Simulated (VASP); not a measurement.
Here is a VASP 6.6.1 calculation.

The input INCAR:

```
SYSTEM = Mg9O8
PREC     = Accurate       ! precision mode
ENCUT    = 620            ! plane-wave cutoff, eV
EDIFF    = 1E-6           ! SCF threshold, eV
ISMEAR   = -1             ! smearing method
SIGMA    = 0.02           ! smearing width, eV
LREAL    = Auto         
LASPH    = .True.         ! aspherical terms in the spheres
NELM     = 120            ! most SCF steps
ALGO     = Normal         ! electronic algorithm
ISIF     = 2              ! what is computed and relaxed
LWAVE    = .False.        ! write WAVECAR
LCHARG   = .False.        ! write CHGCAR
NBANDS   = 83             ! bands
GGA_COMPAT= .False.
```

KPOINTS

```
Automatic mesh
0
Gamma
  2 2 2
  0 0 0
```

The input POSCAR:

```
Mg9O8
1.0
    0.0000000000      4.0110000000      4.0110000000
    4.0110000000      0.0000000000      4.0110000000
    4.0110000000      4.0110000000      0.0000000000
Mg O
9 8
Direct
   -0.0266521934      0.0081755912      0.0096536917
   -0.0133294424      0.0349985835      0.4893842937
   -0.0145492248      0.4896577027      0.0353645068
   -0.0139398388      0.4893603515      0.4896269706
    0.4885121638      0.0028289241      0.0014043937
    0.4884243176      0.0025478961      0.5076694165
    0.4887162735      0.5071603291      0.0019614271
    0.6258747176      0.4568904589      0.4593877184
    0.2026289225      0.5988517670      0.5994116483
    0.2539628898      0.2489359669      0.2486211433
    0.2104664036      0.2316977873      0.7788163026
    0.2122695020      0.7786119406      0.2316245854
    0.2117166155      0.7790186417      0.7778060486
    0.7504281868      0.2403627795      0.2409090176
    0.7512162054      0.2400078214      0.7686708340
    0.7493896995      0.7684809710      0.2412725162
    0.7679552017      0.7443869873      0.7437349854
```

Potentials or basis: VASP PAW LDA potentials, release 64 (Mg_sv, O).

Run with:

```console
$ cat potpaw_LDA.64/Mg_sv/POTCAR potpaw_LDA.64/O/POTCAR > POTCAR
$ mpirun -np 1 vasp_std > vasp.out
```

Q: What does it give for the pressure?

A: 76.7 GPa.

Q: What does it give for the largest force?

A: 0.066 eV/Å.

Q: Estimate the band gap on the k mesh.

A: Zero (bands 69 and 70 overlap by 0.19 eV).

Stress tensor (GPa, compression positive):
```
76.67 -4.96 -4.83
-4.96 76.70  4.90
-4.83  4.90 76.81
```

Caveat: the k points lie up to 0.68 Å⁻¹ apart.
